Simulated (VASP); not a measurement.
Set up this calculation in VASP 6.6.1, as the native input.

```yaml
Task: single point
Functional: PBE
Potentials_or_basis: VASP PAW PBE potentials, release 64 (C)
Cutoff: 520 eV
k_mesh: 21 × 21 × 6
Occupations: gaussian, width 0.15 eV
Spin: no spin polarisation
Dipole_correction: no
Further_INCAR_settings: ALGO = Normal; EDIFF = 1e-06; NBANDS = 16
```

The structure of C lies in POSCAR:

```
C
1.0
    1.2332770928     -2.1360444485      0.0000000000
    1.2332770928      2.1360444485      0.0000000000
    0.0000000000      0.0000000000      8.7070207245
C
4
Direct
    0.0833329406      0.9166670594      0.7503043452
    0.5833329406      0.4166670594      0.2496956548
    0.9166670594      0.0833329406      0.2496956548
    0.4166670594      0.5833329406      0.7503043452
```

The input as run:

INCAR

```
SYSTEM = C
  PREC = Accurate
  ENCUT = 520
  EDIFF = 1E-6
  ISMEAR = 0
  SIGMA = 0.15
  LREAL = .False.
  LASPH = .True.
  NELM = 60
  ALGO = Normal
  ISIF = 2
  LWAVE = .False.
  LCHARG = .True.
  GGA = PE
  LELF = .True.
  LVHAR = .True.
  NBANDS = 16
```

KPOINTS

```
regular mesh
0
Gamma
  21 21 6
  0 0 0
```

Potentials or basis: VASP PAW PBE potentials, release 64 (C).

Launch:

```sh
$ cat potpaw_PBE.64/C/POTCAR > POTCAR
$ mpirun -np 1 vasp_std > vasp.out
```

Results of the run:

- Pressure: 0.3 GPa
- Band gap on the k mesh: zero (filled and empty bands touch)

Caveat: this functional lacks dispersion, which binds the layers, so the pressure and a relaxed spacing across them are unreliable.

It took 3.1 min on 1 thread of AMD EPYC 9R45 96-Core Processor (Zen 5), on a shared host, peak memory 0.32 GiB.
